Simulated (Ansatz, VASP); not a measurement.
One calculation of MgO, two programs

```
Mg O
1.0
     2.65838    0.00000    0.00000
     0.00000    2.65838    0.00000
     0.00000    0.00000    2.65838
Mg O
1 1
Direct
  0.00000 0.00000 0.00000
  0.50000 0.50000 0.50000
```

Alike in both runs: task single point; functional r2SCAN; k mesh 8 × 8 × 8; occupations gaussian, width 0.05 eV; no spin polarisation.

```csv
,VASP,Ansatz
version,VASP 6.6.1,Ansatz 0.2.0
potentials or method,"VASP PAW PBE potentials, release 64 (Mg_sv, O), cutoff 750 eV","scalar-relativistic, plane waves, PAW"
valence electrons in the cell,16,16
```

VASP gave:

* gap on the k mesh at the Fermi level (eV): 3.16
* least direct gap on the mesh (eV): 4.17
* pressure (GPa): -6.2

**Question.** Estimate Ansatz's values.

**Answer.** gap on the k mesh at the Fermi level (eV): 3.12; least direct gap on the mesh (eV): 4.13; pressure (GPa): -5.8.

VASP's potentials were made for PBE, not for r2SCAN.
